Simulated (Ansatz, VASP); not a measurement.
One calculation of CdTe, two programs

```
Cd Te
1.0
     0.00000    3.10885    3.30115
     3.10885    0.00000    3.30115
     3.10885    3.10885    0.00000
Cd Te
1 1
Direct
  0.00000 0.00000 0.00000
  0.75000 0.75000 0.75000
```

Change from the starting cell: strain -0.030 along x and y, +0.030 along z, atoms carried along.

Alike in both runs: task single point; functional PBEsol; k mesh 8 × 8 × 8; occupations gaussian, width 0.05 eV; no spin polarisation.

|  | VASP | Ansatz |
| --- | --- | --- |
| version | VASP 6.6.1 | Ansatz 0.2.0 |
| potentials or method | VASP PAW PBE potentials, release 64 (Cd, Te), cutoff 520 eV | scalar-relativistic, plane waves, PAW |
| valence electrons in the cell | 18 | 36 |

```tsv
	VASP	Ansatz	Ansatz less VASP
gap on the k mesh at the Fermi level (eV)	0.77	0.76	-0.005
least direct gap on the mesh (eV)	0.77	0.76	-0.005
pressure (GPa)	3.5	3.2	-0.21
traceless stress, the component that is largest in VASP (GPa)	-0.66	-0.67	-0.005
```

VASP's potentials were made for PBE, not for PBEsol. VASP's potentials hold 18 valence electrons a cell and Ansatz's 36, so a difference there can come from the potentials and not from the codes.

Spin-orbit coupling is off throughout.
